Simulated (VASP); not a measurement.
Wanted: the native input for a VASP 6.6.1 run.

* Task: single point
* Functional: RPBE
* Potentials or basis: VASP PAW PBE potentials, release 64 (Fe)
* Cutoff: 520 eV
* k mesh: 10 × 10 × 15
* Occupations: fermi-dirac, width 0.05 eV
* Spin: collinear spin, ferromagnetic start
* Starting moments: [2.669, 2.629, 2.629] μB
* Dipole correction: no
* Further INCAR settings: ALGO = Normal; EDIFF = 1e-06; NBANDS = 23

The structure of Fe lies in POSCAR:

```
Fe
1.0
    4.4002687475      0.0000000000      0.0000000000
   -2.2001343737      3.8107445188      0.0000000000
    0.0000000000      0.0000000000      2.5144927073
Fe
3
Direct
    1.0000000000      0.0000000000      0.0000000000
    0.3333333333      0.6666666667      0.5000000000
    0.6666666667      0.3333333333      0.5000000000
```

This isn't the form of Fe at room conditions, which is bcc.

The input as run:

INCAR

```
PREC     = Accurate       # precision mode
ENCUT    = 520            # plane-wave cutoff, eV
EDIFF    = 1E-6           # SCF threshold, eV
ISMEAR   = -1             # smearing method
SIGMA    = 0.05           # smearing width, eV
LREAL    = False          # projectors in reciprocal space
LASPH    = True           # aspherical terms in the spheres
NELM     = 150            # most SCF steps
ALGO     = Normal         # electronic algorithm
ISIF     = 2              # what is computed and relaxed
LWAVE    = False          # write WAVECAR
LCHARG   = False          # write CHGCAR
ISPIN    = 2              # spin polarisation
MAGMOM   = 2.669 2.629 2.629 # initial moments
LORBIT   = 11             # projections on sites
LMAXMIX  = 4              # l up to which the mixer works
GGA      = RP             # functional
NBANDS   = 23             # bands
```

KPOINTS

```
regular mesh
0
Gamma
  10 10 15
```

Potentials or basis: VASP PAW PBE potentials, release 64 (Fe).

Run with:

```console
$ cat potpaw_PBE.64/Fe/POTCAR > POTCAR
$ mpirun -np 1 vasp_std > vasp.out
```

Results of the run:

- Pressure: -12.3 GPa
- Net moment: 8.32 μB per cell
- Site moments: Fe +2.82, +2.79 (each value once) μB
- Valence electrons inside the program's atomic spheres: Fe 6.87, 6.94 (each value once)

Caveat: the cell stands under tension; the PAW data sets were made with another functional, which shifts forces and pressure a little.

Run time: 2.6 min on 1 thread of Intel(R) Xeon(R) 6975P-C (Granite Rapids), with other jobs on the host, peak memory 0.29 GiB.
